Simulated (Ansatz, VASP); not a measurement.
## ZnAu in VASP and in Ansatz

Contents of INCAR:

```
SYSTEM = ZnAu
ALGO     = Fast           ! electronic algorithm
EDIFF    = 1E-6           ! SCF threshold, eV
ENCUT    = 520            ! plane-wave cutoff, eV
GGA      = PE             ! functional
ISIF     = 2              ! what is computed and relaxed
ISMEAR   = 0              ! smearing method
LASPH    = .TRUE.         ! aspherical terms in the spheres
LCHARG   = .TRUE.         ! write CHGCAR
LELF     = .TRUE.         ! ELF
LREAL    = .FALSE.        ! projectors in reciprocal space
LVHAR    = .TRUE.       
LWAVE    = .FALSE.        ! write WAVECAR
NBANDS   = 18             ! bands
NELM     = 80             ! most SCF steps
PREC     = Accurate       ! precision mode
SIGMA    = 0.15           ! smearing width, eV
```

KPOINTS

```
k-points
0
G
  16 16 16
  0 0 0
```

File POSCAR:

```
ZnAu
1.0
    2.9109750000      0.0000000000      0.0000000000
    0.0000000000      2.9109750000      0.0000000000
    0.0000000000      0.0000000000      3.1470000000
Zn Au
1 1
Direct
    0.5000000000      0.5000000000      0.5000000000
    0.0000000000      0.0000000000      0.0000000000
```

Input for Ansatz:

```yaml
crystal:
  lattice:
    - [2.910975, 0.0, 0.0]
    - [0.0, 2.910975, 0.0]
    - [0.0, 0.0, 3.147]
  atoms:
    - { symbol: Zn, position: [0.5, 0.5, 0.5] }
    - { symbol: Au, position: [0.0, 0.0, 0.0] }
basis:
  ecutwfc: 420
kpoints:
  mp_grid: { grid: [16, 16, 16] }
hamiltonian:
  xc: pbe
scf:
  occupations: { method: gaussian, width: 0.15 }
output:
  forces: true
  stress: true
  eigenvalues: true
```

Change from the starting cell: strain -0.0750 x Voigt [1, 1, 0, 0, 0, 0], atoms carried along.

Alike in both runs: task single point; functional PBE; k mesh 16 × 16 × 16; occupations gaussian, width 0.15 eV; no spin polarisation.

```csv
,VASP,Ansatz
version,VASP 6.6.1,Ansatz 0.2.0
potentials or method,"VASP PAW PBE potentials, release 64 (Zn, Au), cutoff 520 eV","scalar-relativistic, plane waves, PAW"
valence electrons in the cell,23,31
```

Ansatz gave:

```
gap on the k mesh at the Fermi level (eV)                     : none
pressure (GPa)                                                : 38.4
traceless stress, the component that is largest in VASP (GPa) : -1.03
```

Problem. Estimate VASP's values.

Solution. gap on the k mesh at the Fermi level (eV): none; pressure (GPa): 38.9; traceless stress, the component that is largest in VASP (GPa): -1.00.

A gap of «none» marks a metal or a gap that the smearing closes. Both programs put the cell under a high pressure, so it lies far from rest at this level. The functional is the same, so the differences come from potentials, cutoffs and numerics. VASP's potentials hold 23 valence electrons a cell and Ansatz's 31, so a difference there can come from the potentials and not from the codes.

Neither program's run includes spin-orbit coupling.
